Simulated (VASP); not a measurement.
SnTe:

```xyz
2
Lattice="3.2288 0.0000 0.0000 -1.6144 2.7962 0.0000 0.0000 0.0000 6.8828" Properties=species:S:1:pos:R:3 pbc="T T T"
Sn    0.0000    0.0000    3.4414
Te    0.0000    0.0000    0.0000
```

The cell was generated, and may not be a known phase.

```yaml
Program: VASP 6.6.1
Task: relaxation of cell and atoms
Functional: PBE
Potentials_or_basis: VASP PAW PBE potentials, release 64 (Sn_d, Te)
Cutoff: 600 eV
k_mesh: 6 × 6 × 4
Occupations: gaussian, width 0.1 eV
Spin: no spin polarisation
```

At the start: pressure 0.1 GPa; volume 31.07 Å³/atom.

Q: Where does the relaxation end?

A: Over 6 steps the energy falls by 31.6 meV/atom and the volume is 30.34 Å³/atom (-2.4 %); space group P6/mmm (No. 191, to 0.1 Å) before and after.

Step by step:
| step | energy change (eV) | largest force (eV/Å) | pressure (GPa) | volume (Å³) |
| --- | --- | --- | --- | --- |
| 1 | 0.0000 | 0.0000 | 0.15 | 62.14 |
| 2 | -0.0548 | 0.0000 | -1.05 | 62.32 |
| 3 | -0.0571 | 0.0000 | -1.11 | 62.34 |
| 4 | -0.0621 | 0.0000 | 0.22 | 60.35 |
| 5 | -0.0626 | 0.0000 | -0.11 | 60.81 |
| 6 | -0.0631 | 0.0000 | -0.01 | 60.68 |

Final structure:
```xyz
2
Lattice="3.2865 0.0000 0.0000 -1.6432 2.8462 0.0000 0.0000 0.0000 6.4872" Properties=species:S:1:pos:R:3 pbc="T T T"
Sn    0.0000    0.0000    3.2436
Te   -1.6432    2.8462    0.0000
```

Caveat: the k points lie up to 0.37 Å⁻¹ apart in the final cell, too coarse for converged energies and pressures of a metal.
